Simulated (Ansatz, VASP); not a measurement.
**Ti in VASP and in Ansatz**

File INCAR:

```
PREC     = Accurate       # precision mode
ENCUT    = 520            # plane-wave cutoff, eV
EDIFF    = 1E-7           # SCF threshold, eV
ISMEAR   = -1             # smearing method
SIGMA    = 0.05           # smearing width, eV
LREAL    = F              # projectors in reciprocal space
LASPH    = T              # aspherical terms in the spheres
NELM     = 100            # most SCF steps
ALGO     = Normal         # electronic algorithm
ISIF     = 2              # what is computed and relaxed
LWAVE    = F              # write WAVECAR
LCHARG   = T              # write CHGCAR
GGA      = PE             # functional
LELF     = T              # ELF
LVHAR    = T            
NBANDS   = 12             # bands
```

KPOINTS

```
regular mesh
0
Gamma
  14 14 14
```

Contents of POSCAR:

```
Ti
1.0
    1.9445336346      0.0000000000      0.0000000000
    0.0000000000      1.9445336346      0.0000000000
    0.0000000000      0.0000000000      1.9445336346
Ti
1
Direct
    0.0000000000      0.0000000000      0.0000000000
```

Input for Ansatz:

```yaml
crystal:
  lattice:
    - [1.9445336346, 0.0, 0.0]
    - [0.0, 1.9445336346, 0.0]
    - [0.0, 0.0, 1.9445336346]
  atoms:
    - { symbol: Ti, position: [0.0, 0.0, 0.0] }
kpoints:
  mp_grid: { grid: [14, 14, 14] }
scf:
  occupations: { method: fermi_dirac, width: 0.05 }
hamiltonian:
  xc: pbe
  pseudopotentials: { kind: all_electron, datasets: crystal }
output:
  forces: true
  stress: true
  eigenvalues: true
```

Change from the starting cell: volume scaled by 0.4, crystal datasets.

Alike in both runs: task single point; functional PBE; k mesh 14 × 14 × 14; occupations fermi-dirac, width 0.05 eV; no spin polarisation.

|  | VASP | Ansatz |
| --- | --- | --- |
| version | VASP 6.6.1 | Ansatz 0.2.0 |
| potentials or method | VASP PAW PBE potentials, release 64 (Ti_sv), cutoff 520 eV | all-electron PAW with datasets made for the crystal, scalar-relativistic |

Ansatz gave:

- pressure (GPa): 385.8

Task: Estimate VASP's values.

Result: Pressure (GPa): 404.2.

Both programs put the cell under a high pressure, so it lies far from rest at this level. Ansatz ran all-electron here, and VASP with PAW potentials.

Noted on VASP's run: the cell as given lies far from equilibrium.
